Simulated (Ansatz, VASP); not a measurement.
Given: the input of a run of Ansatz 0.2.0 on Ni.

The input input.yaml:

```yaml
crystal:
  lattice:
    - [2.25911, 0.0, 0.0]
    - [0.0, 2.25911, 0.0]
    - [0.0, 0.0, 23.8]
  atoms:
    - { symbol: Ni, position: [0.5, 0.5, 0.29412], spin: 1.0 }
kpoints:
  mp_grid: { grid: [12, 12, 1] }
scf:
  occupations: { method: fermi_dirac, width: 0.05 }
hamiltonian:
  xc: pbe
  pseudopotentials: { kind: all_electron, lapw: { basis_error: 0.001 } }
magnetization:
  spin_polarized: true
output:
  forces: true
  stress: true
  eigenvalues: true
  populations: true
```

Potentials or basis: all-electron LAPW, scalar-relativistic.

Command:

```console
$ ansatz run input.yaml --threads 2 --pin off --max-ram 8192MiB --backend cpu --events-out ev --progress --plain --runs-dir out
```

Q: Set up the same calculation for VASP 6.6.1. Potentials there: VASP PAW PBE potentials, release 64 (Ni).

A: As run (the cutoff follows the program's own potentials):

Contents of INCAR:

```
SYSTEM = Ni
  PREC = Accurate
  ENCUT = 520
  EDIFF = 1E-6
  ISMEAR = -1
  SIGMA = 0.05
  LREAL = .False.
  LASPH = .True.
  NELM = 150
  ALGO = Normal
  ISIF = 2
  LWAVE = .False.
  LCHARG = .True.
  ISPIN = 2
  MAGMOM = 1
  LORBIT = 11
  LMAXMIX = 4
  GGA = PE
  LELF = .True.
  LVHAR = .True.
  NBANDS = 15
```

KPOINTS

```
Automatic mesh
0
Gamma
  12 12 1
  0 0 0
```

POSCAR

```
Ni
1.0
    2.2591100000      0.0000000000      0.0000000000
    0.0000000000      2.2591100000      0.0000000000
    0.0000000000      0.0000000000     23.8000000000
Ni
1
Direct
    0.5000000000      0.5000000000      0.2941200000
```

Potentials or basis: VASP PAW PBE potentials, release 64 (Ni).

The run is started by

```bash
$ cat potpaw_PBE.64/Ni/POTCAR > POTCAR
$ mpirun -np 1 vasp_std > vasp.out
```

Both were run:

|  | VASP | Ansatz | Ansatz less VASP |
| --- | --- | --- | --- |
| gap on the k mesh at the Fermi level (eV) | none | none | - |
| net moment per atom (μB) | 0.86 | 0.88 | +0.017 |
| size of the moment on the site where the two differ most (μB) | 0.88 | 0.92 | +0.035 |

Site moments also hang on the region over which each program counts them. A gap of «none» marks a metal or a gap that the smearing closes. Ansatz ran all-electron here, and VASP with PAW potentials.
